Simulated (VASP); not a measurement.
**Co: single point with PBE**

Co:

```
CELL_PARAMETERS angstrom
2.64322 0.00000 0.00000
-1.32161 2.28910 0.00000
0.00000 0.00000 4.31789
ATOMIC_POSITIONS crystal
Co 0.66667 0.33333 0.25986
Co 0.33333 0.66667 0.74014
```

```json
{
  "Program": "VASP 6.6.1",
  "Task": "single point",
  "Functional": "PBE",
  "Potentials or basis": "VASP PAW PBE potentials, release 64 (Co)",
  "Cutoff": "520 eV",
  "k mesh": "15 × 15 × 8",
  "Occupations": "fermi-dirac, width 0.08 eV",
  "Spin": "collinear spin, ferromagnetic start",
  "Starting moments": "[2.0, 2.0] μB"
}
```

```yaml
Pressure: -24.9 GPa
Largest_force: 0.068 eV/Å
Net_moment: 3.43 μB per cell
Site_moments: Co +1.77 μB
Valence_electrons_inside_the_program's_atomic_spheres: Co 7.98
```

Forces on the atoms (eV/Å):
```
Co   0.000  0.000 -0.068
Co   0.000  0.000  0.068
```

Stress tensor (GPa, compression positive):
```
-24.84   0.00   0.00
  0.00 -24.84   0.00
  0.00   0.00 -25.03
```

Levels at points of the mesh, in eV from the Fermi level:
Spin up:
| k point | band 9 | band 10 | band 11 | band 12 | band 13 | band 14 |
| --- | --- | --- | --- | --- | --- | --- |
| (0.00, 0.00, 0.00) | -1.94 | -1.13 | -1.13 | -0.05 | 4.66 | 20.47 |
| (0.00, 0.00, 0.50) | -1.47 | -1.47 | -1.29 | -1.29 | 12.25 | 13.25 |
Spin down:
| k point | band 3 | band 4 | band 5 | band 6 | band 7 | band 8 | band 9 | band 10 | band 11 | band 12 |
| --- | --- | --- | --- | --- | --- | --- | --- | --- | --- | --- |
| (0.00, 0.00, 0.00) | -0.80 | -0.70 | -0.70 | -0.47 | -0.47 | -0.14 | -0.01 | -0.01 | 0.86 | 0.86 |
| (0.00, 0.00, 0.50) | -1.37 | -1.01 | -0.76 | -0.76 | -0.72 | -0.72 | 0.56 | 0.56 | 0.64 | 0.64 |

It took 100 s on 1 thread of Intel(R) Xeon(R) Platinum 8488C (Sapphire Rapids), with other jobs on the host, peak memory 0.25 GiB.

Caveat: the cell stands under tension.
